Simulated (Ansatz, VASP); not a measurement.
**One calculation of LaB6, two programs**

```
La B
1.0
     4.15700    0.00000    0.00000
     0.00000    4.15700    0.00000
     0.00000    0.00000    4.15700
La B
1 6
Direct
  0.00000 0.00000 0.00000
  0.19750 0.50000 0.50000
  0.50000 0.19750 0.50000
  0.80250 0.50000 0.50000
  0.50000 0.80250 0.50000
  0.50000 0.50000 0.19750
  0.50000 0.50000 0.80250
```

Alike in both runs: task relaxation of cell and atoms; functional PBE; k mesh 8 × 8 × 8; occupations gaussian, width 0.1 eV; no spin polarisation.

```csv
,VASP,Ansatz
version,VASP 6.6.1,Ansatz 0.2.0
potentials or method,"VASP PAW PBE potentials, release 64 (La, B), cutoff 600 eV","scalar-relativistic, plane waves, PAW"
valence electrons in the cell,29,29
```

```csv
,VASP,Ansatz,Ansatz less VASP
"gap on the k mesh at the Fermi level, each at its own relaxed structure (eV)",none,none,-
relaxed volume (Å³/atom),10.24,10.25,+0.007
relaxed length of the cell vector where the two differ most in proportion (Å),4.154,4.155,+0.0009
```

A gap of «none» marks a metal or a gap that the smearing closes.

Neither program's run includes spin-orbit coupling.
